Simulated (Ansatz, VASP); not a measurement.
## MoS2 in VASP and in Ansatz

File INCAR:

```
ALGO = Normal
EDIFF = 1E-6
ENCUT = 500
GGA = PE
GGA_COMPAT = F
ISIF = 2
ISMEAR = 0
IVDW = 12
LASPH = T
LCHARG = T
LELF = T
LREAL = F
LVHAR = T
LWAVE = F
NBANDS = 20
NELM = 120
PREC = Accurate
SIGMA = 0.05
```

The input KPOINTS:

```
k-points
0
Gamma
  12 12 4
```

Contents of POSCAR:

```
MoS2
1.0
    3.1779315830      0.0000000000      0.0000000000
   -1.5889657915      2.7521694823      0.0000000000
    0.0000000000      0.0000000000      6.5262002988
Mo S
1 2
Direct
    0.0000000000      0.0000000000      0.0000000000
    0.3333333333      0.6666666667      0.1981708616
    0.3333333333      0.6666666667      0.8018291384
```

Input for Ansatz:

```yaml
crystal:
  lattice:
    - [3.177931583, 0.0, 0.0]
    - [-1.5889657915, 2.7521694823, 0.0]
    - [0.0, 0.0, 6.5262002988]
  atoms:
    - { symbol: Mo, position: [0.0, 0.0, 0.0] }
    - { symbol: S, position: [0.3333333333, 0.6666666667, 0.1981708616] }
    - { symbol: S, position: [0.3333333333, 0.6666666667, 0.8018291384] }
basis:
  ecutwfc: 420
kpoints:
  mp_grid: { grid: [12, 12, 4] }
hamiltonian:
  xc: pbe
  dispersion: d3bj
scf:
  occupations: { method: gaussian, width: 0.05 }
output:
  forces: true
  stress: true
  eigenvalues: true
```

Alike in both runs: task single point; functional PBE; dispersion D3(BJ); k mesh 12 × 12 × 4; occupations gaussian, width 0.05 eV; no spin polarisation.

|  | VASP | Ansatz |
| --- | --- | --- |
| version | VASP 6.6.1 | Ansatz 0.2.0 |
| potentials or method | VASP PAW PBE potentials, release 64 (Mo_sv, S), cutoff 500 eV | scalar-relativistic, plane waves, PAW |
| valence electrons in the cell | 26 | 26 |

|  | VASP | Ansatz | Ansatz less VASP |
| --- | --- | --- | --- |
| gap on the k mesh at the Fermi level (eV) | none | none | - |
| rms of the force components (eV/Å) | 3.164 | 3.190 | +0.0258 |

Atom by atom the forces differ by 0.026 eV/Å (rms over components). A gap of «none» marks a metal or a gap that the smearing closes.
